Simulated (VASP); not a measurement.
Here is a VASP 6.6.1 calculation.

File INCAR:

```
ALGO = Normal
EDIFF = 1E-7
ENCUT = 520
GGA = PS
ISIF = 2
ISMEAR = -1
LASPH = T
LCHARG = F
LREAL = F
LWAVE = F
NBANDS = 36
NELM = 60
PREC = Accurate
SIGMA = 0.05
```

The input KPOINTS:

```
k-points
0
Gamma
  7 7 7
```

The input POSCAR:

```
TiRh3
1.0
    3.8000650824      0.0000000000      0.0000000000
    0.0000000000      3.8000650824      0.0000000000
    0.0000000000      0.0000000000      3.8000650824
Ti Rh
1 3
Direct
    0.0000000000      0.0000000000      0.0000000000
    0.0000000000      0.5000000000      0.5000000000
    0.5000000000      0.0000000000      0.5000000000
    0.5000000000      0.5000000000      0.0000000000
```

Potentials or basis: VASP PAW PBE potentials, release 64 (Ti_sv, Rh_pv).

Command:

```sh
$ cat potpaw_PBE.64/Ti_sv/POTCAR potpaw_PBE.64/Rh_pv/POTCAR > POTCAR
$ mpirun -np 1 vasp_std > vasp.out
```

(1) Predict the pressure.

Answers

(1) 0.0 GPa.

Caveat: the PAW data sets were made with another functional, which shifts forces and pressure a little.
